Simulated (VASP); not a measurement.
# Hg (Pm-3m) in VASP: density of states with PBE

Aim: the density of states of Hg with PBE.

Program: VASP 6.6.1. These are calculated values, not measurements. Logs are shortened: lines on timing, memory, paths and dates and some standing lists are left out, and cuts for length are marked.

## Step 1: The cell of the first run

It takes space group Pm-3m (No. 221, cubic). The conventional cell has a = 4.745 Å, b = 4.745 Å, c = 4.745 Å, α = 90.00°, β = 90.00°, γ = 90.00°. Within 4.4 Å of Hg (site symmetry 4/mmm) lie 8 Hg at 3.36 Å.

## Step 2: Density of states, PBE

POSCAR

```
Hg
1.0
    4.7447779773      0.0000000000      0.0000000000
    0.0000000000      4.7447779773      0.0000000000
    0.0000000000      0.0000000000      4.7447779773
Hg
3
Direct
    0.5000000000      0.0000000000      0.0000000000
    0.0000000000      0.5000000000      0.0000000000
    0.0000000000      0.0000000000      0.5000000000
```

INCAR.step1

```
ALGO     = Normal         # electronic algorithm
EDIFF    = 1E-6           # SCF threshold, eV
ENCUT    = 520            # plane-wave cutoff, eV
GGA      = PE             # functional
ISIF     = 2              # what is computed and relaxed
ISMEAR   = 0              # smearing method
LASPH    = True           # aspherical terms in the spheres
LCHARG   = True           # write CHGCAR
LREAL    = False          # projectors in reciprocal space
LWAVE    = False          # write WAVECAR
NBANDS   = 25             # bands
NELM     = 100            # most SCF steps
PREC     = Accurate       # precision mode
SIGMA    = 0.1            # smearing width, eV
```

KPOINTS.step1

```
k-points
0
Gamma
  10 10 10
```

INCAR.step2

```
ALGO     = Normal         # electronic algorithm
EDIFF    = 1E-6           # SCF threshold, eV
ENCUT    = 520            # plane-wave cutoff, eV
GGA      = PE             # functional
ICHARG   = 11             # starting density
ISIF     = 2              # what is computed and relaxed
ISMEAR   = -5             # smearing method
LASPH    = True           # aspherical terms in the spheres
LCHARG   = False          # write CHGCAR
LORBIT   = 10             # projections on sites
LREAL    = False          # projectors in reciprocal space
LWAVE    = False          # write WAVECAR
NEDOS    = 1001           # points of the DOS
NELM     = 100            # most SCF steps
PREC     = Accurate       # precision mode
SIGMA    = 0.1            # smearing width, eV
```

KPOINTS.step2

```
k-points
0
Gamma
  15 15 15
```

Potentials or basis: VASP PAW PBE potentials, release 64 (Hg).

On the command line:

```bash
$ cat potpaw_PBE.64/Hg/POTCAR > POTCAR
$ cp INCAR.step1 INCAR
$ cp KPOINTS.step1 KPOINTS
$ mpirun -np 1 vasp_std > vasp.out
$ cp INCAR.step2 INCAR
$ cp KPOINTS.step2 KPOINTS
$ mpirun -np 1 vasp_std > vasp.out
```

OUTCAR:

```text
EDIFF = 1E-6
   ENCUT = 520
   GGA = PE
   ICHARG = 11
   ISIF = 2
   ISMEAR = -5
   LASPH = True
   LORBIT = 10
   LREAL = False
   NELM = 100
   PREC = Accurate

 ion  position               nearest neighbor table
   1  0.500  0.000  0.000-   2 3.36   3 3.36   3 3.36   2 3.36   2 3.36   3 3.36   3 3.36   2 3.36

   2  0.000  0.500  0.000-   1 3.36   3 3.36   3 3.36   1 3.36   3 3.36   3 3.36   1 3.36   1 3.36

   3  0.000  0.000  0.500-   1 3.36   2 3.36   1 3.36   2 3.36   2 3.36   2 3.36   1 3.36   1 3.36

  LATTYP: Found a simple cubic cell.
 ALAT       =     4.7447779773

  Lattice vectors:

 A1 = (   4.7447779773,   0.0000000000,   0.0000000000)
 A2 = (   0.0000000000,   4.7447779773,   0.0000000000)
 A3 = (   0.0000000000,   0.0000000000,   4.7447779773)

Analysis of symmetry for initial positions (statically):
=====================================================================
 Subroutine PRICEL returns:
 Original cell was already a primitive cell.

 Routine SETGRP: Setting up the symmetry group for a
 simple cubic supercell.

 Subroutine GETGRP returns: Found 48 space group operations
 (whereof 48 operations were pure point group operations)
 out of a pool of 48 trial point group operations.

The static configuration has the point symmetry O_h .

Analysis of symmetry for dynamics (positions and initial velocities):
=====================================================================
 Subroutine PRICEL returns:
 Original cell was already a primitive cell.

 Routine SETGRP: Setting up the symmetry group for a
 simple cubic supercell.

 Subroutine GETGRP returns: Found 48 space group operations
 (whereof 48 operations were pure point group operations)
 out of a pool of 48 trial point group operations.

The dynamic configuration has the point symmetry O_h .

 Subroutine INISYM returns: Found 48 space group operations
 (whereof 48 operations are pure point group operations),
 and found     1 'primitive' translations

----------------------------------------------------------------------------------------

                                     Primitive cell

  volume of cell :     106.8188

  direct lattice vectors                    reciprocal lattice vectors
     4.744777977  0.000000000  0.000000000     0.210758018  0.000000000  0.000000000
     0.000000000  4.744777977  0.000000000     0.000000000  0.210758018  0.000000000
     0.000000000  0.000000000  4.744777977     0.000000000  0.000000000  0.210758018

  length of vectors
     4.744777977  4.744777977  4.744777977     0.210758018  0.210758018  0.210758018

  position of ions in fractional coordinates (direct lattice)
     0.500000000  0.000000000  0.000000000
     0.000000000  0.500000000  0.000000000
     0.000000000  0.000000000  0.500000000

  ion indices of the primitive-cell ions
   primitive index   ion index
                 1           1
                 2           2
                 3           3

----------------------------------------------------------------------------------------

 KPOINTS: k-points

Automatic generation of k-mesh.
 Grid dimensions read from file:
 generate k-points for:   15   15   15

 Generating k-lattice:

  Cartesian coordinates                     Fractional coordinates (reciprocal lattice)
     0.014050535  0.000000000  0.000000000     0.066666667  0.000000000  0.000000000
     0.000000000  0.014050535  0.000000000     0.000000000  0.066666667  0.000000000
     0.000000000  0.000000000  0.014050535     0.000000000  0.000000000  0.066666667

  Length of vectors
     0.014050535  0.014050535  0.014050535

  Shift w.r.t. Gamma in fractional coordinates (k-lattice)
     0.000000000  0.000000000  0.000000000

 TETIRR: Found   1667 inequivalent tetrahedra from    20250

 Subroutine IBZKPT returns following result:
 ===========================================

 Found    120 irreducible k-points:

 Following reciprocal coordinates:
            Coordinates               Weight
  0.000000  0.000000  0.000000      1.000000
  0.066667  0.000000  0.000000      6.000000
  0.133333  0.000000  0.000000      6.000000
  0.200000  0.000000  0.000000      6.000000
  0.266667  0.000000  0.000000      6.000000
  0.333333  0.000000  0.000000      6.000000
[... 16 lines left out ...]
  0.266667  0.200000  0.000000     24.000000
  0.333333  0.200000  0.000000     24.000000
 [... further k-points ...]
   k-points           NKPTS =    120   k-points in BZ     NKDIM =    120   number of bands    NBANDS=     22
   number of dos      NEDOS =   1001   number of ions     NIONS =      3
   total plane-waves  NPLWV =  46656
   dimension x,y,z NGX =    36 NGY =   36 NGZ =   36
   dimension x,y,z NGXF=    72 NGYF=   72 NGZF=   72
   ions per type =               3
   NGX,Y,Z   is equivalent  to a cutoff of  12.61, 12.61, 12.61 a.u.
   NGXF,Y,Z  is equivalent  to a cutoff of  25.23, 25.23, 25.23 a.u.
 SYSTEM =  unknown system
   PREC   = accura    normal or accurate (medium, high low for compatibility)
   ISTART =      0    job   : 0-new  1-cont  2-samecut
   ICHARG =     11    charge: 1-file 2-atom 10-const
   ISPIN  =      1    spin polarized calculation?
   LNONCOLLINEAR =      F non collinear calculations
   LSORBIT =      F    spin-orbit coupling
   LASPH  =      T    aspherical Exc in radial PAW
   ENCUT  =  520.0 eV  38.22 Ry    6.18 a.u.   8.82  8.82  8.82*2*pi/ulx,y,z
   NELM   =    100;   NELMIN=  2; NELMDL=  0     # of ELM steps
   EDIFF  = 0.1E-05   stopping-criterion for ELM
   LREAL  =      F    real-space projection
   EDIFFG = 0.1E-04   stopping-criterion for IOM
   NSW    =      0    number of steps for IOM
   IBRION =     -1    ionic relax: 0-MD 1-quasi-New 2-CG
   NFREE  =      0    steps in history (QN), initial steepest desc. (CG)
   ISIF   =      2    stress and relaxation
   ISYM   =      2    0-nonsym 1-usesym 2-fastsym
   POTIM  = 0.5000    time-step for ionic-motion
   TEBEG  =    0.0;   TEEND  =   0.0 temperature during run
   PSTRESS=    0.0 pullay stress
   NELECT =      36.0000    total number of electrons
   NUPDOWN=      -1.0000    fix difference up-down
   EMIN   =  10.00;   EMAX   =-10.00  energy-range for DOS
   EFERMI =   0.00;   METHOD = LEGACY
   ISMEAR =    -5;   SIGMA  =   0.10  broadening in eV -4-tet -1-fermi 0-gaus
   EFERMI_NEDOS =   21; number of points for ismear=-14 and -15
   IALGO  =     38    algorithm
   IMIX   =      4    mixing-type and parameters
     AMIX     =   0.40;   BMIX     =  1.00
     AMIX_MAG =   1.60;   BMIX_MAG =  1.00
  volume/ion in A,a.u.               =      35.61       240.28
  Fermi-wavevector in a.u.,A,eV,Ry     =   1.139269  2.152907 17.659475  1.297935
  Thomas-Fermi vector in A             =   2.275973
   LORBIT       =     10    0 simple, 1 ext, 2 COOP (PROOUT), +10 PAW based schemes
   GGA     = PE    functional components
   LHFCALC =     F    Hartree Fock is set to
   AEXX    =    0.0000 exact exchange contribution
   IVDW    =     0    specifies the selected vdW correction
   LEPSILON=     F    determine dielectric tensor
   LRPA    =     F    only Hartree local field effects (RPA)
 non-spin polarized calculation
 Fermi weights with tetrahedron method with Bloechl corrections
  energy-cutoff  :      520.00
  volume of cell :      106.82
 maximum number of plane-waves:      2913
 NGX is ok and might be reduce to    36

 number of electron      36.0000010 magnetization

 Free energy of the ion-electron system (eV)
  ---------------------------------------------------
  ext. energy  EPLUGINS =         0.00000000
  ---------------------------------------------------
  free energy    TOTEN  =        -0.46858609 eV

  energy without entropy =       -0.46858609  energy(sigma->0) =       -0.46858609

 E-fermi :   0.3352     XC(G=0):  -8.4950

 val. band max:        0.4402080285   @ k =   0.2000   0.0000   0.0000
 cond. band min:       0.3793950612   @ k =   0.4667   0.0667   0.0000
 fundamental gap:     -0.0608129673
 Fermi energy:         0.3351799744

 k-point     1 :       0.0000    0.0000    0.0000
  band No.  band energies     occupation
      1      -7.0018      2.00000
      2      -6.5652      2.00000
      3      -6.5652      2.00000
      4      -6.5652      2.00000
      5      -6.3237      2.00000
      6      -6.3237      2.00000
[... 14 lines left out ...]
     21       1.7051      0.00000
     22       6.5096      0.00000

 k-point     2 :       0.0667    0.0000    0.0000
  band No.  band energies     occupation
      1      -6.9807      2.00000
      2      -6.5624      2.00000
      3      -6.5543      2.00000
      4      -6.5543      2.00000
      5      -6.3207      2.00000
      6      -6.3123      2.00000
[... 14 lines left out ...]
     21       2.1076      0.00000
     22       6.5904      0.00000

 k-point     3 :       0.1333    0.0000    0.0000
  band No.  band energies     occupation
      1      -6.9202      2.00000
      2      -6.5543      2.00000
      3      -6.5216      2.00000
      4      -6.5216      2.00000
      5      -6.3140      2.00000
      6      -6.2788      2.00000
[... 14 lines left out ...]
     21       2.7935      0.00000
     22       6.8420      0.00000
[... 476 lines left out ...]
 k-point    23 :       0.2667    0.2000    0.0000
  band No.  band energies     occupation
      1      -6.6223      2.00000
      2      -6.4616      2.00000
      3      -6.3508      2.00000
      4      -6.3430      2.00000
      5      -6.2097      2.00000
      6      -6.0998      2.00000
[... 14 lines left out ...]
     21       4.4259      0.00000
     22       5.2494      0.00000

 k-point    24 :       0.3333    0.2000    0.0000
  band No.  band energies     occupation
      1      -6.5322      2.00000
      2      -6.4406      2.00000
      3      -6.2874      2.00000
      4      -6.2609      2.00000
      5      -6.1973      2.00000
      6      -6.0252      2.00000
[... 14 lines left out ...]
     21       4.0305      0.00000
     22       5.4994      0.00000

 [... further k-points ...]
[... 5 lines left out ...]
  --------------------------------------------------------------------------------------
  -------------------------------------------------------------------------------------
  Total        0.3544908      0.3544908      0.3544908     -0.0000000     -0.0000000     -0.0000000
  in kB        5.3170147      5.3170147      5.3170147     -0.0000000     -0.0000000     -0.0000000
  external PRESSURE =       5.3170147 kB  Pullay stress =       0.0000000 kB

 VOLUME and BASIS-vectors are now :
 -----------------------------------------------------------------------------
  energy-cutoff  :      520.00
  volume of cell :      106.82
      direct lattice vectors                 reciprocal lattice vectors
     4.744777977  0.000000000  0.000000000     0.210758018  0.000000000  0.000000000
     0.000000000  4.744777977  0.000000000     0.000000000  0.210758018  0.000000000
     0.000000000  0.000000000  4.744777977     0.000000000  0.000000000  0.210758018

 POSITION                                       TOTAL-FORCE (eV/Angst)
 -----------------------------------------------------------------------------------
      2.37239      0.00000      0.00000         0.000000      0.000000      0.000000
      0.00000      2.37239      0.00000         0.000000      0.000000      0.000000
      0.00000      0.00000      2.37239         0.000000      0.000000      0.000000
 -----------------------------------------------------------------------------------
    total drift:                                0.000000     -0.000000     -0.000000

  FREE ENERGIE OF THE ION-ELECTRON SYSTEM (eV)
  ---------------------------------------------------
  free  energy   TOTEN  =        -0.4685860880 eV

  energy  without entropy=       -0.4685860880  energy(sigma->0) =       -0.46858609

 total charge

# of ion       s       p       d       tot
------------------------------------------
    1        0.976   0.108   9.342  10.426
    2        0.976   0.108   9.342  10.426
    3        0.976   0.108   9.342  10.426
--------------------------------------------------
tot          2.928   0.323  28.027  31.277
```

It took 2.2 min on 1 thread of Intel Xeon Platinum 8259CL at 2.50GHz (Skylake/Cascade Lake), shared host; peak memory 0.35 GiB.

Results:

* Valence electrons inside the program's atomic spheres: Hg 10.43

Levels at points of the mesh, in eV from the Fermi level:
```
           k point  band 15  band 16  band 17  band 18  band 19  band 20  band 21  band 22
(0.00, 0.00, 0.00)    -5.47    -5.47     0.06     0.06     1.37     1.37     1.37     6.17
```

Caveat: spin-orbit coupling is left out, which moves the levels of the heavy elements; tetrahedron occupations give inexact forces and stress in metals.
